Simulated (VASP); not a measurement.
Te2Mo, 6 atoms in the cell. The cell holds a slab with vacuum, 6 atoms: a = 3.493 Å, b = 3.493 Å, c = 24.160 Å, α = 90.00°, β = 90.00°, γ = 120.00°. 

* Program: VASP 6.6.1
* Task: single point
* Functional: PBEsol
* Potentials or basis: VASP PAW PBE potentials, release 64 (Te, Mo_sv)
* Cutoff: 520 eV
* k mesh: 7 × 7 × 1
* Occupations: gaussian, width 0.15 eV
* Spin: no spin polarisation
* Dipole correction: no
* Further INCAR settings: ALGO = Normal; EDIFF = 1e-06; NBANDS = 35

Potentials or basis: VASP PAW PBE potentials, release 64 (Te, Mo_sv).

Launch:

```sh
$ cat potpaw_PBE.64/Te/POTCAR potpaw_PBE.64/Mo_sv/POTCAR > POTCAR
$ mpirun -np 1 vasp_std > vasp.out
```

Hardware: 1 thread of Intel(R) Xeon(R) Platinum 8259CL CPU @ 2.50GHz (Skylake/Cascade Lake) (shared host).

How long does it take, and how much memory?

Wall time 2.5 min on 1 thread of Intel(R) Xeon(R) Platinum 8259CL CPU @ 2.50GHz (Skylake/Cascade Lake) (shared host), peak memory 0.39 GiB. Counts: scf iterations 24, k points 8.
